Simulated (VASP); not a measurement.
# Ir (P6_3/mmc) in VASP: further runs, part 2 of 2

VASP 6.6.1. The steps go on from the part before.

## Step 5: Single point, PBE

File INCAR:

```
PREC = Accurate
ENCUT = 520
EDIFF = 1E-7
ISMEAR = -1
SIGMA = 0.05
LREAL = F
LASPH = T
NELM = 80
ALGO = Fast
ISIF = 2
LWAVE = F
LCHARG = T
GGA = PE
LELF = T
LVHAR = T
NBANDS = 16
```

File KPOINTS:

```
Automatic mesh
0
Gamma
  18 18 10
```

File POSCAR:

```
Ir
1.0
    2.7513778946      0.0000000000      0.0000000000
   -1.3756889473      2.3827631521      0.0000000000
    0.0000000000      0.0000000000      4.4622900000
Ir
2
Direct
    0.3333333333      0.6666666667      0.2500000000
    0.6666666667      0.3333333333      0.7500000000
```

Potentials or basis: VASP PAW PBE potentials, release 64 (Ir).

On the command line:

```
cat potpaw_PBE.64/Ir/POTCAR > POTCAR
mpirun -np 1 vasp_std > vasp.out
```

OUTCAR:

```text
PREC = Accurate
   ENCUT = 520
   EDIFF = 1E-7
   ISMEAR = -1
   LREAL = F
   LASPH = T
   NELM = 80
   ISIF = 2
   GGA = PE

 ion  position               nearest neighbor table
   1  0.333  0.667  0.250-   2 2.74   2 2.74   2 2.74   2 2.74   2 2.74   2 2.74
   2  0.667  0.333  0.750-   1 2.74   1 2.74   1 2.74   1 2.74   1 2.74   1 2.74

  LATTYP: Found a hexagonal cell.
 ALAT       =     2.7513778946
 C/A-ratio  =     1.6218382828

  Lattice vectors:

 A1 = (   2.7513778946,   0.0000000000,   0.0000000000)
 A2 = (  -1.3756889473,   2.3827631521,   0.0000000000)
 A3 = (   0.0000000000,   0.0000000000,   4.4622900000)

Analysis of symmetry for initial positions (statically):
=====================================================================
 Subroutine PRICEL returns:
 Original cell was already a primitive cell.

 Routine SETGRP: Setting up the symmetry group for a
 hexagonal supercell.

 Subroutine GETGRP returns: Found 24 space group operations
 (whereof 12 operations were pure point group operations)
 out of a pool of 24 trial point group operations.

The static configuration has the point symmetry D_3d.
 The point group associated with its full space group is D_6h.

Analysis of symmetry for dynamics (positions and initial velocities):
=====================================================================
 Subroutine PRICEL returns:
 Original cell was already a primitive cell.

 Routine SETGRP: Setting up the symmetry group for a
 hexagonal supercell.

 Subroutine GETGRP returns: Found 24 space group operations
 (whereof 12 operations were pure point group operations)
 out of a pool of 24 trial point group operations.

The dynamic configuration has the point symmetry D_3d.
 The point group associated with its full space group is D_6h.

 Subroutine INISYM returns: Found 24 space group operations
 (whereof 12 operations are pure point group operations),
 and found     1 'primitive' translations

----------------------------------------------------------------------------------------

                                     Primitive cell

  volume of cell :      29.2542

  direct lattice vectors                    reciprocal lattice vectors
     2.751377895  0.000000000  0.000000000     0.363454254  0.209840411  0.000000000
    -1.375688947  2.382763152  0.000000000     0.000000000  0.419680823  0.000000000
     0.000000000  0.000000000  4.462290000     0.000000000  0.000000000  0.224100182

  length of vectors
     2.751377895  2.751377895  4.462290000     0.419680823  0.419680823  0.224100182

  position of ions in fractional coordinates (direct lattice)
     0.333333333  0.666666667  0.250000000
     0.666666667  0.333333333  0.750000000

  ion indices of the primitive-cell ions
   primitive index   ion index
                 1           1
                 2           2

----------------------------------------------------------------------------------------

 KPOINTS: Automatic mesh

Automatic generation of k-mesh.
 Grid dimensions read from file:
 generate k-points for:   18   18   10

 Generating k-lattice:

  Cartesian coordinates                     Fractional coordinates (reciprocal lattice)
     0.020191903  0.011657801  0.000000000     0.055555556 -0.000000000  0.000000000
     0.000000000  0.023315601  0.000000000     0.000000000  0.055555556  0.000000000
     0.000000000  0.000000000  0.022410018     0.000000000  0.000000000  0.100000000

  Length of vectors
     0.023315601  0.023315601  0.022410018

  Shift w.r.t. Gamma in fractional coordinates (k-lattice)
     0.000000000  0.000000000  0.000000000

 Subroutine IBZKPT returns following result:
 ===========================================

 Found    222 irreducible k-points:

 Following reciprocal coordinates:
            Coordinates               Weight
  0.000000  0.000000  0.000000      1.000000
  0.055556  0.000000  0.000000      6.000000
  0.111111  0.000000  0.000000      6.000000
  0.166667  0.000000  0.000000      6.000000
  0.222222 -0.000000  0.000000      6.000000
  0.277778  0.000000  0.000000      6.000000
[... 16 lines left out ...]
  0.333333  0.111111  0.000000     12.000000
  0.388889  0.111111  0.000000     12.000000
 [... further k-points ...]
   k-points           NKPTS =    222   k-points in BZ     NKDIM =    222   number of bands    NBANDS=     16
   number of dos      NEDOS =    301   number of ions     NIONS =      2
   total plane-waves  NPLWV =  14400
   dimension x,y,z NGX =    20 NGY =   20 NGZ =   36
   dimension x,y,z NGXF=    40 NGYF=   40 NGZF=   72
   ions per type =               2
   NGX,Y,Z   is equivalent  to a cutoff of  12.08, 12.08, 13.41 a.u.
   NGXF,Y,Z  is equivalent  to a cutoff of  24.17, 24.17, 26.82 a.u.
 SYSTEM =  unknown system
   PREC   = accura    normal or accurate (medium, high low for compatibility)
   ISTART =      0    job   : 0-new  1-cont  2-samecut
   ICHARG =      2    charge: 1-file 2-atom 10-const
   ISPIN  =      1    spin polarized calculation?
   LNONCOLLINEAR =      F non collinear calculations
   LSORBIT =      F    spin-orbit coupling
   LASPH  =      T    aspherical Exc in radial PAW
   ENCUT  =  520.0 eV  38.22 Ry    6.18 a.u.   5.12  5.12  8.30*2*pi/ulx,y,z
   NELM   =     80;   NELMIN=  2; NELMDL= -5     # of ELM steps
   EDIFF  = 0.1E-06   stopping-criterion for ELM
   LREAL  =      F    real-space projection
   EDIFFG = 0.1E-05   stopping-criterion for IOM
   NSW    =      0    number of steps for IOM
   IBRION =     -1    ionic relax: 0-MD 1-quasi-New 2-CG
   NFREE  =      0    steps in history (QN), initial steepest desc. (CG)
   ISIF   =      2    stress and relaxation
   ISYM   =      2    0-nonsym 1-usesym 2-fastsym
   POTIM  = 0.5000    time-step for ionic-motion
   TEBEG  =    0.0;   TEEND  =   0.0 temperature during run
   PSTRESS=    0.0 pullay stress
   NELECT =      18.0000    total number of electrons
   NUPDOWN=      -1.0000    fix difference up-down
   EMIN   =  10.00;   EMAX   =-10.00  energy-range for DOS
   EFERMI =   0.00;   METHOD = LEGACY
   ISMEAR =    -1;   SIGMA  =   0.05  broadening in eV -4-tet -1-fermi 0-gaus
   EFERMI_NEDOS =   21; number of points for ismear=-14 and -15
   IALGO  =     68    algorithm
   IMIX   =      4    mixing-type and parameters
     AMIX     =   0.40;   BMIX     =  1.00
     AMIX_MAG =   1.60;   BMIX_MAG =  1.00
  volume/ion in A,a.u.               =      14.63        98.71
  Fermi-wavevector in a.u.,A,eV,Ry     =   1.392417  2.631287 26.379323  1.938826
  Thomas-Fermi vector in A             =   2.516162
   LORBIT       =      0    0 simple, 1 ext, 2 COOP (PROOUT), +10 PAW based schemes
   GGA     = PE    functional components
   LHFCALC =     F    Hartree Fock is set to
   AEXX    =    0.0000 exact exchange contribution
   IVDW    =     0    specifies the selected vdW correction
   LEPSILON=     F    determine dielectric tensor
   LRPA    =     F    only Hartree local field effects (RPA)
 non-spin polarized calculation
 RMM-DIIS sequential band-by-band and
  energy-cutoff  :      520.00
  volume of cell :       29.25
 maximum number of plane-waves:       801
   NGX = 11   NGY = 11   NGZ = 17

 number of electron      18.0000000 magnetization

 Free energy of the ion-electron system (eV)
  ---------------------------------------------------
  ext. energy  EPLUGINS =         0.00000000
  ---------------------------------------------------
  free energy    TOTEN  =       -17.56218108 eV

  energy without entropy =      -17.54348191  energy(sigma->0) =      -17.55283149

 E-fermi :   9.9572     XC(G=0): -13.7897

 val. band max:        9.9497363896   @ k =   0.3333   0.3333   0.1000
 cond. band min:       9.9585899339   @ k =   0.3889  -0.0000   0.0000
 fundamental gap:      0.0088535443
 Fermi energy:         9.9571677115

 k-point     1 :       0.0000    0.0000    0.0000
  band No.  band energies     occupation
      1      -0.9273      2.00000
      2       2.1061      2.00000
      3       6.1892      2.00000
      4       6.2920      2.00000
      5       6.2920      2.00000
      6       6.9160      2.00000
[... 8 lines left out ...]
     15      26.3738      0.00000
     16      27.3709      0.00000
[... 419 lines left out ...]
 k-point    24 :       0.3889    0.1111    0.0000
  band No.  band energies     occupation
      1       3.0391      2.00000
      2       3.1362      2.00000
      3       3.4700      2.00000
      4       5.9109      2.00000
      5       6.0642      2.00000
      6       6.5365      2.00000
[... 8 lines left out ...]
     15      20.2717      0.00000
     16      22.9673      0.00000

 [... further k-points ...]

------------------------ aborting loop because EDIFF is reached ----------------------------------------

  FORCE on cell =-STRESS in cart. coord.  units (eV):
  Direction    XX          YY          ZZ          XY          YZ          ZX
  --------------------------------------------------------------------------------------
  -------------------------------------------------------------------------------------
  Total       -0.1685624     -0.1685624     -0.2235590     -0.0000000     -0.0000000      0.0000000
  in kB       -9.2317164     -9.2317164    -12.2437334     -0.0000000     -0.0000000      0.0000000
  external PRESSURE =     -10.2357221 kB  Pullay stress =       0.0000000 kB

 VOLUME and BASIS-vectors are now :
 -----------------------------------------------------------------------------
  energy-cutoff  :      520.00
  volume of cell :       29.25
      direct lattice vectors                 reciprocal lattice vectors
     2.751377895  0.000000000  0.000000000     0.363454254  0.209840411  0.000000000
    -1.375688947  2.382763152  0.000000000     0.000000000  0.419680823  0.000000000
     0.000000000  0.000000000  4.462290000     0.000000000  0.000000000  0.224100182

 POSITION                                       TOTAL-FORCE (eV/Angst)
 -----------------------------------------------------------------------------------
     -0.00000      1.58851      1.11557         0.000000     -0.000000      0.000000
      1.37569      0.79425      3.34672        -0.000000      0.000000      0.000000
 -----------------------------------------------------------------------------------
    total drift:                                0.000000     -0.000000     -0.000000

  FREE ENERGIE OF THE ION-ELECTRON SYSTEM (eV)
  ---------------------------------------------------
  free  energy   TOTEN  =       -17.5621810815 eV

  energy  without entropy=      -17.5434819058  energy(sigma->0) =      -17.55283149
```

stdout:

```text
POSCAR found type information on POSCAR Ir
 POSCAR found :  1 types and       2 ions
 scaLAPACK will be used
 LDA part: xc-table for (Slater+PW92), standard interpolation
 POSCAR, INCAR and KPOINTS ok, starting setup
 FFT: planning ... GRIDC
 FFT: planning ... GRID_SOFT
 FFT: planning ... GRID
 WAVECAR not read
 entering main loop
```

Run time: 51 s. Hardware: 1 thread of Intel Xeon 6975P-C (Granite Rapids), shared host; peak memory 0.2 GiB.

Results:

```
Free energy            : -17.5622 eV
Pressure               : -1.0 GPa
Band gap on the k mesh : zero (band 9 reaches 10.86 eV, above the bottom of band 10 at 7.71 eV)
```

Stress tensor (GPa, compression positive):
```
-0.92  0.00  0.00
 0.00 -0.92  0.00
 0.00  0.00 -1.22
```

Levels at points of the mesh, in eV from the Fermi level:
| k point | band 6 | band 7 | band 8 | band 9 | band 10 | band 11 | band 12 | band 13 |
| --- | --- | --- | --- | --- | --- | --- | --- | --- |
| (0.00, 0.00, 0.00) | -3.04 | -3.04 | -2.28 | -2.28 | -0.74 | 0.25 | 0.25 | 6.77 |
| (0.50, 0.00, 0.00) | -3.31 | -2.86 | 0.66 | 0.91 | 1.06 | 2.83 | 4.25 | 8.06 |
| (0.00, 0.00, 0.50) | -3.78 | -3.78 | -3.78 | -0.46 | -0.46 | -0.46 | -0.46 | 13.56 |
| (0.50, 0.00, 0.50) | -2.04 | -0.91 | -0.91 | 0.90 | 0.90 | 1.96 | 1.96 | 7.38 |

Caveat: spin-orbit coupling is left out, which moves the levels of the heavy elements.

## Step 6: Single point, PBE, non-collinear spin, zero start, spin-orbit coupling

File INCAR:

```
SYSTEM = Ir
  PREC = Accurate
  ENCUT = 520
  EDIFF = 1E-6
  ISMEAR = 0
  SIGMA = 0.05
  LREAL = .False.
  LASPH = .True.
  NELM = 150
  ALGO = Fast
  ISIF = 2
  LWAVE = .False.
  LCHARG = .True.
  LNONCOLLINEAR = .True.
  MAGMOM = 0 0 0 0 0 0
  LORBIT = 11
  LSORBIT = .True.
  GGA_COMPAT = .False.
  LORBMOM = .True.
  LMAXMIX = 4
  GGA = PE
  LVHAR = .True.
  NBANDS = 30
```

File KPOINTS:

```
Automatic mesh
0
Gamma
  9 9 5
  0 0 0
```

POSCAR is that of step 5.

Potentials or basis: VASP PAW PBE potentials, release 64 (Ir).

On the command line:

```
cat potpaw_PBE.64/Ir/POTCAR > POTCAR
mpirun -np 1 vasp_ncl > vasp.out
```

It took 35 s on 1 thread of Intel Xeon 6975P-C (Granite Rapids), shared host; peak memory 0.22 GiB.

The run converged. Its results:

- Free energy: -18.3243 eV
- Pressure: 0.0 GPa
- Net moment: 0.00 μB per cell
- Valence electrons inside the program's atomic spheres: Ir 8.29

Moments on the atoms (μB; x, y, z):
```
Ir  0.00 0.00 0.00
Ir  0.00 0.00 0.00
```

## Step 7: Overview

| spin | k mesh | smearing | gap on the mesh (eV) | pressure (GPa) |
| --- | --- | --- | --- | --- |
| off | 10 × 10 × 6 | fermi-dirac 0.05 eV | none | -0.3 |
| off | 12 × 12 × 7 | fermi-dirac 0.05 eV | none | -1.1 |
| off | 15 × 15 × 8 | fermi-dirac 0.05 eV | none | -1.0 |
| off | 18 × 18 × 10 | fermi-dirac 0.05 eV | none | -1.0 |
| non-collinear, zero start, SOC | 9 × 9 × 5 | gaussian 0.05 eV | - | 0.0 |

Alike in all rows: task single point; level PBE; potentials or basis VASP PAW PBE potentials, release 64 (Ir); cell as given; cutoff (eV) 520.

Every run on the cell as given and a fine mesh finds a metal.

Caveats: spin-orbit coupling is left out, which moves the levels of the heavy elements (some runs).

Absolute energies hang on the potentials; compare differences alone.
